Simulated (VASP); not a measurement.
# Ta (Im-3m) in VASP: further runs

Runs on Ta. Level: r2SCAN. Tasks: single point.

All numbers are computed with VASP 6.6.1; they aren't measurements. Logs are shortened: lines on timing, memory, paths and dates and some standing lists are left out, and cuts for length are marked.

### 1 The cell of the first run

The structure is cubic, space group Im-3m (No. 229). Conventional cell: a = 3.305 Å, b = 3.305 Å, c = 3.305 Å, α = 90.00°, β = 90.00°, γ = 90.00°. Within 3.8 Å of Ta (site symmetry m-3m) lie 14 Ta at 2.86 to 3.30 Å.

### 2 Single point, r2SCAN

POSCAR

```
Ta
1.0
   -1.6522866613      1.6522866613      1.6522866613
    1.6522866613     -1.6522866613      1.6522866613
    1.6522866613      1.6522866613     -1.6522866613
Ta
1
Direct
    0.0000000000      0.0000000000      0.0000000000
```

INCAR.step1

```
  PREC = Accurate
  ENCUT = 520
  ISMEAR = 0
  SIGMA = 0.1
  LREAL = False
  LASPH = True
  NELM = 100
  NBANDS = 12
  GGA = PE
  ALGO = Normal
  EDIFF = 1E-4
  LWAVE = True
  LCHARG = False
```

INCAR.step2

```
  PREC = Accurate
  ENCUT = 520
  EDIFF = 1E-7
  ISMEAR = 0
  SIGMA = 0.1
  LREAL = False
  LASPH = True
  NELM = 100
  ALGO = Normal
  ISIF = 2
  LWAVE = False
  LCHARG = False
  METAGGA = R2SCAN
  LMIXTAU = True
  NBANDS = 12
  ISTART = 1
```

KPOINTS

```
Automatic mesh
0
Gamma
  18 18 18
```

Potentials or basis: VASP PAW PBE potentials, release 64 (Ta_pv).

On the command line:

```console
> cat potpaw_PBE.64/Ta_pv/POTCAR > POTCAR
> cp INCAR.step1 INCAR
> mpirun -np 1 vasp_std > vasp.out
> cp INCAR.step2 INCAR
> mpirun -np 1 vasp_std > vasp.out
```

OUTCAR:

```text
PREC = Accurate
   ENCUT = 520
   EDIFF = 1E-7
   ISMEAR = 0
   LREAL = False
   LASPH = True
   NELM = 100
   ISIF = 2
   METAGGA = R2SCAN
   ISTART = 1

 ion  position               nearest neighbor table
   1  0.000  0.000  0.000-

  LATTYP: Found a body centered cubic cell.
 ALAT       =     3.3045733226

  Lattice vectors:

 A1 = (  -1.6522866613,   1.6522866613,   1.6522866613)
 A2 = (   1.6522866613,  -1.6522866613,   1.6522866613)
 A3 = (   1.6522866613,   1.6522866613,  -1.6522866613)

Analysis of symmetry for initial positions (statically):
=====================================================================
 Subroutine PRICEL returns:
 Original cell was already a primitive cell.

 Routine SETGRP: Setting up the symmetry group for a
 body centered cubic supercell.

 Subroutine GETGRP returns: Found 48 space group operations
 (whereof 48 operations were pure point group operations)
 out of a pool of 48 trial point group operations.

The static configuration has the point symmetry O_h .

Analysis of symmetry for dynamics (positions and initial velocities):
=====================================================================
 Subroutine PRICEL returns:
 Original cell was already a primitive cell.

 Routine SETGRP: Setting up the symmetry group for a
 body centered cubic supercell.

 Subroutine GETGRP returns: Found 48 space group operations
 (whereof 48 operations were pure point group operations)
 out of a pool of 48 trial point group operations.

The dynamic configuration has the point symmetry O_h .

 Subroutine INISYM returns: Found 48 space group operations
 (whereof 48 operations are pure point group operations),
 and found     1 'primitive' translations

----------------------------------------------------------------------------------------

                                     Primitive cell

  volume of cell :      18.0433

  direct lattice vectors                    reciprocal lattice vectors
    -1.652286661  1.652286661  1.652286661     0.000000000  0.302610928  0.302610928
     1.652286661 -1.652286661  1.652286661     0.302610928  0.000000000  0.302610928
     1.652286661  1.652286661 -1.652286661     0.302610928  0.302610928  0.000000000

  length of vectors
[... 79 lines left out ...]
   NELM   =    100;   NELMIN=  2; NELMDL=  0     # of ELM steps
   EDIFF  = 0.1E-06   stopping-criterion for ELM
   LREAL  =      F    real-space projection
   EDIFFG = 0.1E-05   stopping-criterion for IOM
   NSW    =      0    number of steps for IOM
   IBRION =     -1    ionic relax: 0-MD 1-quasi-New 2-CG
   NFREE  =      0    steps in history (QN), initial steepest desc. (CG)
   ISIF   =      2    stress and relaxation
   ISYM   =      2    0-nonsym 1-usesym 2-fastsym
   POTIM  = 0.5000    time-step for ionic-motion
   TEBEG  =    0.0;   TEEND  =   0.0 temperature during run
   PSTRESS=    0.0 pullay stress
   NELECT =      11.0000    total number of electrons
   NUPDOWN=      -1.0000    fix difference up-down
   EMIN   =  10.00;   EMAX   =-10.00  energy-range for DOS
   EFERMI =   0.00;   METHOD = LEGACY
   ISMEAR =     0;   SIGMA  =   0.10  broadening in eV -4-tet -1-fermi 0-gaus
   EFERMI_NEDOS =   21; number of points for ismear=-14 and -15
   IALGO  =     38    algorithm
   IMIX   =      4    mixing-type and parameters
     AMIX     =   0.40;   BMIX     =  1.00
     AMIX_MAG =   1.60;   BMIX_MAG =  1.00
  volume/ion in A,a.u.               =      18.04       121.76
  Fermi-wavevector in a.u.,A,eV,Ry     =   1.388141  2.623207 26.217558  1.926936
  Thomas-Fermi vector in A             =   2.512296
   LORBIT       =      0    0 simple, 1 ext, 2 COOP (PROOUT), +10 PAW based schemes
   METAGGA = R2SCAN    functional components
   LHFCALC =     F    Hartree Fock is set to
   AEXX    =    0.0000 exact exchange contribution
   IVDW    =     0    specifies the selected vdW correction
   LEPSILON=     F    determine dielectric tensor
   LRPA    =     F    only Hartree local field effects (RPA)
 non-spin polarized calculation
 Gauss-broadening in eV      SIGMA  =   0.10
  energy-cutoff  :      520.00
  volume of cell :       18.04
 maximum number of plane-waves:       498
 NGX is ok and might be reduce to    24
   NGX = 11   NGY = 11   NGZ = 11

 number of electron      11.0000002 magnetization

 Free energy of the ion-electron system (eV)
  ---------------------------------------------------
  ext. energy  EPLUGINS =         0.00000000
  ---------------------------------------------------
  free energy    TOTEN  =       -48.58296118 eV

  energy without entropy =      -48.57744104  energy(sigma->0) =      -48.58020111

 E-fermi :   5.3113     XC(G=0): -13.7610

 val. band max:        5.3065392166   @ k =   0.3333   0.1111   0.0000
 cond. band min:       5.3423848331   @ k =   0.1111   0.1111   0.0000
 fundamental gap:      0.0358456165
 Fermi energy:         5.3113078716

 k-point     1 :       0.0000    0.0000    0.0000
  band No.  band energies     occupation
      1     -28.9182      2.00000
      2     -28.9182      2.00000
      3     -28.9182      2.00000
      4      -3.0120      2.00000
      5       6.1524      0.00000
      6       6.1524      0.00000
      7       6.1524      0.00000
      8       9.6355      0.00000
      9       9.6355      0.00000
     10      17.4155      0.00000
     11      21.0795      0.00000
     12      21.0795      0.00000
[... 331 lines left out ...]
 k-point    24 :       0.3889    0.1111    0.0000
  band No.  band energies     occupation
      1     -30.0704      2.00000
      2     -29.3450      2.00000
      3     -28.9799      2.00000
      4       1.1628      2.00000
      5       3.8651      2.00000
      6       5.8701      0.00000
      7       9.3484      0.00000
      8      10.6934      0.00000
      9      13.4892      0.00000
     10      17.3338      0.00000
     11      17.5216      0.00000
     12      18.9320      0.00000

 [... further k-points ...]
[... 5 lines left out ...]
  --------------------------------------------------------------------------------------
  -------------------------------------------------------------------------------------
  Total        0.0715006      0.0715006      0.0715006      0.0000000      0.0000000      0.0000000
  in kB        6.3489786      6.3489786      6.3489786      0.0000000      0.0000000      0.0000000
  external PRESSURE =       6.3489786 kB  Pullay stress =       0.0000000 kB

 VOLUME and BASIS-vectors are now :
 -----------------------------------------------------------------------------
  energy-cutoff  :      520.00
  volume of cell :       18.04
      direct lattice vectors                 reciprocal lattice vectors
    -1.652286661  1.652286661  1.652286661     0.000000000  0.302610928  0.302610928
     1.652286661 -1.652286661  1.652286661     0.302610928  0.000000000  0.302610928
     1.652286661  1.652286661 -1.652286661     0.302610928  0.302610928  0.000000000

 POSITION                                       TOTAL-FORCE (eV/Angst)
 -----------------------------------------------------------------------------------
      0.00000      0.00000      0.00000        -0.000000      0.000000      0.000000
 -----------------------------------------------------------------------------------
    total drift:                               -0.000000      0.000000     -0.000000

  FREE ENERGIE OF THE ION-ELECTRON SYSTEM (eV)
  ---------------------------------------------------
  free  energy   TOTEN  =       -48.5829611799 eV

  energy  without entropy=      -48.5774410411  energy(sigma->0) =      -48.58020111
```

OUTCAR.step1:

```text
PREC = Accurate
   ENCUT = 520
   ISMEAR = 0
   LREAL = False
   LASPH = True
   NELM = 100
[... 575 lines left out ...]

 POSITION                                       TOTAL-FORCE (eV/Angst)
 -----------------------------------------------------------------------------------
      0.00000      0.00000      0.00000         0.000000     -0.000000      0.000000
 -----------------------------------------------------------------------------------
    total drift:                               -0.000000      0.000000     -0.000000

  FREE ENERGIE OF THE ION-ELECTRON SYSTEM (eV)
  ---------------------------------------------------
  free  energy   TOTEN  =       -11.8142385968 eV

  energy  without entropy=      -11.8081787102  energy(sigma->0) =      -11.81120865
```

Run time: 2 min. Hardware: 1 thread of Intel Xeon 8259CL, shared host; peak memory 0.17 GiB.

Results:

```
Free energy            : -48.5830 eV
Pressure               : 0.6 GPa
Band gap on the k mesh : zero (an odd number of electrons rules out a gap without spin polarisation)
```

Caveat: the PAW data sets were made with another functional, which shifts forces and pressure a little; spin-orbit coupling is left out, which moves the levels of the heavy elements.

### 3 Single point, r2SCAN (18.58 Å³/atom)

This run uses another cell than the first one, of 18.58 Å³/atom.

POSCAR

```
Ta
1.0
   -1.6686469992      1.6686469992      1.6686469992
    1.6686469992     -1.6686469992      1.6686469992
    1.6686469992      1.6686469992     -1.6686469992
Ta
1
Direct
    0.0000000000      0.0000000000      0.0000000000
```

INCAR.step1

```
PREC     = Accurate       # precision mode
ENCUT    = 520            # plane-wave cutoff, eV
ISMEAR   = 0              # smearing method
SIGMA    = 0.1            # smearing width, eV
LREAL    = False          # projectors in reciprocal space
LASPH    = True           # aspherical terms in the spheres
NELM     = 60             # most SCF steps
NBANDS   = 12             # bands
GGA      = PE             # functional
ALGO     = Normal         # electronic algorithm
EDIFF    = 1E-4           # SCF threshold, eV
LWAVE    = True           # write WAVECAR
LCHARG   = False          # write CHGCAR
```

INCAR.step2

```
PREC     = Accurate       # precision mode
ENCUT    = 520            # plane-wave cutoff, eV
EDIFF    = 1E-6           # SCF threshold, eV
ISMEAR   = 0              # smearing method
SIGMA    = 0.1            # smearing width, eV
LREAL    = False          # projectors in reciprocal space
LASPH    = True           # aspherical terms in the spheres
NELM     = 60             # most SCF steps
ALGO     = Normal         # electronic algorithm
ISIF     = 2              # what is computed and relaxed
LWAVE    = False          # write WAVECAR
LCHARG   = False          # write CHGCAR
METAGGA  = R2SCAN         # meta-GGA
LMIXTAU  = True         
NBANDS   = 12             # bands
ISTART   = 1
```

KPOINTS is that of step 2.

Potentials or basis: VASP PAW PBE potentials, release 64 (Ta_pv).

On the command line:

```console
> cat potpaw_PBE.64/Ta_pv/POTCAR > POTCAR
> cp INCAR.step1 INCAR
> mpirun -np 1 vasp_std > vasp.out
> cp INCAR.step2 INCAR
> mpirun -np 1 vasp_std > vasp.out
```

Wall time 1.8 min (1 thread of Intel Xeon 8259CL, shared host); peak memory 0.18 GiB.

The run converged. Its results:

```
Free energy            : -48.5753 eV
Pressure               : -5.1 GPa
Band gap on the k mesh : zero (an odd number of electrons rules out a gap without spin polarisation)
```

Levels at points of the mesh, in eV from the Fermi level:
| k point | band 2 | band 3 | band 4 | band 5 | band 6 | band 7 | band 8 | band 9 | band 10 | band 11 |
| --- | --- | --- | --- | --- | --- | --- | --- | --- | --- | --- |
| (0.00, 0.00, 0.00) | -34.35 | -34.35 | -8.20 | 0.84 | 0.84 | 0.84 | 4.22 | 4.22 | 11.97 | 15.63 |
| (0.50, 0.00, 0.00) | -34.71 | -34.35 | -4.41 | -1.47 | 1.33 | 4.07 | 5.10 | 7.79 | 11.80 | 12.04 |
| (0.50, 0.50, 0.50) | -35.12 | -35.12 | -3.75 | -3.75 | 6.86 | 6.86 | 6.86 | 8.73 | 8.73 | 8.73 |

Caveat: the cell stands under tension; the PAW data sets were made with another functional, which shifts forces and pressure a little; spin-orbit coupling is left out, which moves the levels of the heavy elements.

### 4 Single point, r2SCAN (19.13 Å³/atom)

This run uses another cell than the first one, of 19.13 Å³/atom.

POSCAR

```
Ta
1.0
   -1.6846926662      1.6846926662      1.6846926662
    1.6846926662     -1.6846926662      1.6846926662
    1.6846926662      1.6846926662     -1.6846926662
Ta
1
Direct
    0.0000000000      0.0000000000      0.0000000000
```

INCAR.step1

```
ALGO     = Normal         # electronic algorithm
EDIFF    = 1E-4           # SCF threshold, eV
ENCUT    = 520            # plane-wave cutoff, eV
GGA      = PE             # functional
ISMEAR   = 0              # smearing method
LASPH    = T              # aspherical terms in the spheres
LCHARG   = F              # write CHGCAR
LREAL    = F              # projectors in reciprocal space
LWAVE    = T              # write WAVECAR
NBANDS   = 12             # bands
NELM     = 80             # most SCF steps
PREC     = Accurate       # precision mode
SIGMA    = 0.1            # smearing width, eV
```

INCAR.step2

```
ALGO     = Normal         # electronic algorithm
EDIFF    = 1E-6           # SCF threshold, eV
ENCUT    = 520            # plane-wave cutoff, eV
ISIF     = 2              # what is computed and relaxed
ISMEAR   = 0              # smearing method
ISTART   = 1            
LASPH    = T              # aspherical terms in the spheres
LCHARG   = T              # write CHGCAR
LELF     = T              # ELF
LMIXTAU  = T            
LREAL    = F              # projectors in reciprocal space
LVHAR    = T            
LWAVE    = F              # write WAVECAR
METAGGA  = R2SCAN         # meta-GGA
NBANDS   = 12             # bands
NELM     = 80             # most SCF steps
PREC     = Accurate       # precision mode
SIGMA    = 0.1            # smearing width, eV
```

KPOINTS

```
k-points
0
Gamma
  18 18 18
```

On the command line:

```console
> cat potpaw_PBE.64/Ta_pv/POTCAR > POTCAR
> cp INCAR.step1 INCAR
> mpirun -np 1 vasp_std > vasp.out
> cp INCAR.step2 INCAR
> mpirun -np 1 vasp_std > vasp.out
```

It took 1.9 min on 1 thread of Intel Xeon 8259CL, shared host; peak memory 0.18 GiB.

It converged, with:

```yaml
Free_energy: -48.5495 eV
Pressure: -10.1 GPa
Band_gap_on_the_k_mesh: zero (an odd number of electrons rules out a gap without spin polarisation)
```

Levels at points of the mesh, in eV from the Fermi level:
| k point | band 4 | band 5 | band 6 | band 7 | band 8 | band 9 |
| --- | --- | --- | --- | --- | --- | --- |
| (0.00, 0.00, 0.00) | -8.08 | 0.84 | 0.84 | 0.84 | 4.12 | 4.12 |
| (0.50, 0.00, 0.00) | -4.28 | -1.39 | 1.21 | 3.96 | 4.95 | 7.52 |
| (0.50, 0.50, 0.50) | -3.57 | -3.57 | 6.64 | 6.64 | 6.64 | 8.47 |

Caveat: the cell stands under tension; the PAW data sets were made with another functional, which shifts forces and pressure a little; spin-orbit coupling is left out, which moves the levels of the heavy elements.

### 5 Summary

```tsv
cell	gap on the mesh (eV)	pressure (GPa)
a = 2.862 Å, angles 109.5°, 1 atom	none	0.6
a = 2.890 Å, angles 109.5°, 1 atom	none	-5.1
a = 2.918 Å, angles 109.5°, 1 atom	none	-10.1
```

Alike in all rows: task single point; level r2SCAN; potentials or basis VASP PAW PBE potentials, release 64 (Ta_pv); no spin polarisation; k mesh 18 × 18 × 18; cutoff (eV) 520; smearing gaussian 0.1 eV.

Caveats: the PAW data sets were made with another functional, which shifts forces and pressure a little; spin-orbit coupling is left out, which moves the levels of the heavy elements; the cell stands under tension (at least some runs).

Absolute energies hang on the potentials; compare differences alone.
